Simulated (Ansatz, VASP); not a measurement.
# W: VASP beside Ansatz

```
W
1.0
    -1.46952    1.46952    1.53341
     1.46952   -1.46952    1.53341
     1.46952    1.46952   -1.53341
W
1
Direct
  0.00000 0.00000 0.00000
```

Change from the starting cell: strain -0.080 along x and y, -0.040 along z, atoms carried along.

Alike in both runs: task single point; functional PBEsol; k mesh 20 × 20 × 20; occupations gaussian, width 0.15 eV; no spin polarisation.

|  | VASP | Ansatz |
| --- | --- | --- |
| version | VASP 6.6.1 | Ansatz 0.2.0 |
| potentials or method | VASP PAW PBE potentials, release 64 (W_sv), cutoff 520 eV | scalar-relativistic, plane waves, PAW |
| valence electrons in the cell | 14 | 14 |

|  | VASP | Ansatz | Ansatz less VASP |
| --- | --- | --- | --- |
| gap on the k mesh at the Fermi level (eV) | none | none | - |
| pressure (GPa) | 79.6 | 77.5 | -2.16 |
| traceless stress, the component that is largest in VASP (GPa) | -13.66 | -13.66 | 0.000 |

VASP's potentials were made for PBE, not for PBEsol. A gap of «none» marks a metal or a gap that the smearing closes. Both programs put the cell under a high pressure, so it lies far from rest at this level.

Spin-orbit coupling is off throughout. Noted on VASP's run: the cell as given lies far from equilibrium.
